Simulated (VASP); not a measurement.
Input of a VASP 6.6.1 run:

The input INCAR:

```
ALGO = Normal ; EDIFF = 1E-6
ENCUT = 520 ; GGA = PS
ISIF = 2 ; ISMEAR = 0
LASPH = True ; LCHARG = True
LELF = True ; LREAL = False
LVHAR = True ; LWAVE = False
NBANDS = 18 ; NELM = 80
PREC = Accurate ; SIGMA = 0.1
```

The input KPOINTS:

```
k-points
0
Gamma
  2 2 1
```

Contents of POSCAR:

```
YSc
1.0
    3.5129106058     -0.0055850363     -0.0047877581
   -1.7612920862      3.0281798706     -0.0037235380
   -0.0073501086     -0.0108442373      5.4280260091
Y Sc
1 1
Direct
    0.0258325429      0.0473604469     -0.0162718340
    0.3430534304      0.6696645684      0.5275094991
```

Potentials or basis: VASP PAW PBE potentials, release 64 (Y_sv, Sc_sv).

Command:

```bash
$ cat potpaw_PBE.64/Y_sv/POTCAR potpaw_PBE.64/Sc_sv/POTCAR > POTCAR
$ mpirun -np 1 vasp_std > vasp.out
```

Question: What does it give for the pressure?

Answer: -10.2 GPa.

Question: Predict the largest force.

Answer: 1.147 eV/Å.

Stress tensor (GPa, compression positive):
```
-11.81   0.05   0.13
  0.05  -9.95  -0.13
  0.13  -0.13  -8.86
```

Caveat: the k points lie up to 1.16 Å⁻¹ apart; the PAW data sets were made with another functional, which shifts forces and pressure a little.
